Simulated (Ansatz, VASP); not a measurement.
# BeTe: VASP beside Ansatz

```
Be Te
1.0
     1.78700   -4.79745    0.00000
     1.78700    4.79745    0.00000
     0.00000    0.00000    3.56915
Be Te
1 1
Direct
  0.50000 0.50000 0.50000
  0.00000 0.00000 0.00000
```

Alike in both runs: functional HSE06; k mesh 4 × 4 × 4; occupations fermi-dirac, width 0.05 eV; no spin polarisation.

|  | VASP | Ansatz |
| --- | --- | --- |
| version | VASP 6.6.1 | Ansatz 0.2.0 |
| potentials or method | VASP PAW PBE potentials, release 64 (Be, Te) | Ansatz PAW |
| plane-wave cutoff (eV) | 520 | 420 |
| valence electrons in the cell | 8 | 18 |
| task | single point | band structure |

|  | VASP | Ansatz | Ansatz less VASP |
| --- | --- | --- | --- |
| gap on the k mesh at the Fermi level (eV) | none | none | - |
| pressure (GPa) | -0.8 | -0.7 | +0.11 |
| traceless stress, the component that is largest in VASP (GPa) | 0.64 | 0.52 | -0.113 |

A gap of «none» marks a metal or a gap that the smearing closes. With one functional, cell and mesh, what is left measures potentials, basis and numerics. VASP's potentials hold 8 valence electrons a cell and Ansatz's 18, so a difference there can come from the potentials and not from the codes.

The k mesh is coarse, so the values compare programs but aren't converged. Spin-orbit coupling is off throughout.
